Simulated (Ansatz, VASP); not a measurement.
CdO: VASP beside Ansatz

```
Cd O
1.0
     0.00000    2.32923    2.32923
     2.32923    0.00000    2.32923
     2.32923    2.32923    0.00000
Cd O
1 1
Direct
  0.00000 0.00000 0.00000
  0.50000 0.50000 0.50000
```

Alike in both runs: task single point; functional r2SCAN; k mesh 8 × 8 × 8; occupations fermi-dirac, width 0.02 eV; no spin polarisation.

|  | VASP | Ansatz |
| --- | --- | --- |
| version | VASP 6.6.1 | Ansatz 0.2.0 |
| potentials or method | VASP PAW PBE potentials, release 64 (Cd, O) | plane waves, PAW |
| plane-wave cutoff (eV) | 660 | 500 |
| valence electrons in the cell | 18 | 26 |

VASP gave:

| Property | Result |
| --- | --- |
| pressure (GPa) | 6.6 |

Q: Which values does Ansatz return?

A: Pressure (GPa): 4.8.

VASP's potentials were made for PBE, not for r2SCAN. VASP's potentials hold 18 valence electrons a cell and Ansatz's 26, so a difference there can come from the potentials and not from the codes.
